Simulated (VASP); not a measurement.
Write the native input for VASP 6.6.1 that does the following.

| Item | Value |
| --- | --- |
| Task | single point |
| Functional | BLYP |
| Potentials or basis | VASP PAW PBE potentials, release 64 (Mn_pv) |
| Cutoff | 520 eV |
| k mesh | 25 × 25 × 25 |
| Occupations | fermi-dirac, width 0.1 eV |
| Spin | no spin polarisation |
| Dipole correction | no |
| Further INCAR settings | ALGO = Normal; EDIFF = 1e-06; NBANDS = 12 |

The structure of Mn lies in POSCAR:

```
Mn
1.0
    0.0000000000      1.7964878834      1.7964878834
    1.7964878834      0.0000000000      1.7964878834
    1.7964878834      1.7964878834      0.0000000000
Mn
1
Direct
    0.0000000000      0.0000000000      0.0000000000
```

This cell differs from its parent crystal: volume scaled by 1.04.

The input as run:

INCAR

```
PREC = Accurate
ENCUT = 520
EDIFF = 1E-6
ISMEAR = -1
SIGMA = 0.1
LREAL = F
LASPH = T
NELM = 60
ALGO = Normal
ISIF = 2
LWAVE = F
LCHARG = F
GGA = B5
ALDAX = 1.0
AGGAX = 1.0
AGGAC = 1.0
ALDAC = 0.0
NBANDS = 12
```

KPOINTS

```
regular mesh
0
Gamma
  25 25 25
```

Potentials or basis: VASP PAW PBE potentials, release 64 (Mn_pv).

Command:

```bash
$ cat potpaw_PBE.64/Mn_pv/POTCAR > POTCAR
$ mpirun -np 1 vasp_std > vasp.out
```

Results of the run:

```json
{
 "Pressure": "-8.8 GPa"
}
```

Caveat: the PAW data sets were made with another functional, which shifts forces and pressure a little; the run has no spin polarisation, though such a crystal can be magnetic.

Wall time 46 s on 1 thread of AMD EPYC 7R13 Processor (Zen 3), with other jobs on the host, peak memory 0.14 GiB.
